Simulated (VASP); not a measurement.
Write the native input for VASP 6.6.1 that does the following.

| Item | Value |
| --- | --- |
| Task | single point |
| Functional | PBE |
| Potentials or basis | VASP PAW PBE potentials, release 64 (Zr_sv) |
| Cutoff | 520 eV |
| k mesh | 13 × 13 × 4 |
| Occupations | fermi-dirac, width 0.1 eV |
| Spin | no spin polarisation |
| Dipole correction | no |
| Further INCAR settings | ALGO = Normal; EDIFF = 1e-06; NBANDS = 32 |

The structure of Zr lies in POSCAR:

```
Zr
1.0
    3.2200733473      0.0000000000      0.0000000000
   -1.6100366737      2.7886653208      0.0000000000
    0.0000000000      0.0000000000     10.4339571402
Zr
4
Direct
    0.0000000000      1.0000000000      0.0000000000
    0.0000000000      1.0000000000      0.5000000000
    0.3333333333      0.6666666667      0.2500000000
    0.6666666667      0.3333333333      0.7500000000
```

These files were run (other wordings do the same):

INCAR

```
SYSTEM = Zr
  ALGO = Normal
  EDIFF = 1E-6
  ENCUT = 520
  GGA = PE
  ISIF = 2
  ISMEAR = -1
  LASPH = .True.
  LCHARG = .True.
  LELF = .True.
  LREAL = .False.
  LVHAR = .True.
  LWAVE = .False.
  NBANDS = 32
  NELM = 60
  PREC = Accurate
  SIGMA = 0.1
```

KPOINTS

```
k-points
0
Gamma
  13 13 4
  0 0 0
```

Potentials or basis: VASP PAW PBE potentials, release 64 (Zr_sv).

Launch:

```bash
$ cat potpaw_PBE.64/Zr_sv/POTCAR > POTCAR
$ mpirun -np 1 vasp_std > vasp.out
```

It gave:

* Pressure: 0.1 GPa
* Band gap on the k mesh: zero (bands 24 and 25 overlap by 1.33 eV)

Wall time 89 s on 1 thread of AMD EPYC 9R45 96-Core Processor (Zen 5), on a shared host, peak memory 0.25 GiB.
